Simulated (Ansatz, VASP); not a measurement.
## HfC: VASP beside Ansatz

```xyz
2
Lattice="-1.3967 2.4972 1.8473 1.3967 -2.4972 1.8473 1.3967 2.4972 -1.8473" Properties=species:S:1:pos:R:3 pbc="T T T"
Hf    0.0000    0.0000    3.6382
C     0.0000    2.4972    0.6630
```

Alike in both runs: functional PBEsol; k mesh 12 × 12 × 12; occupations fermi-dirac, width 0.05 eV; no spin polarisation.

|  | VASP | Ansatz |
| --- | --- | --- |
| version | VASP 6.6.1 | Ansatz 0.2.0 |
| potentials or method | VASP PAW PBE potentials, release 64 (Hf_pv, C) | Ansatz PAW |
| plane-wave cutoff (eV) | 520 | 420 |
| valence electrons in the cell | 14 | 30 |
| task | single point | band structure |

|  | VASP | Ansatz | Ansatz less VASP |
| --- | --- | --- | --- |
| gap on the k mesh at the Fermi level (eV) | 0.31 | 0.33 | +0.019 |
| least direct gap on the mesh (eV) | 0.84 | 0.84 | +0.004 |
| rms of the force components (eV/Å) | 6.683 | 6.504 | -0.1789 |

VASP's potentials were made for PBE, not for PBEsol. Atom by atom the forces differ by 0.179 eV/Å (rms over components). VASP's potentials hold 14 valence electrons a cell and Ansatz's 30, so a difference there can come from the potentials and not from the codes.

Neither program's run includes spin-orbit coupling.
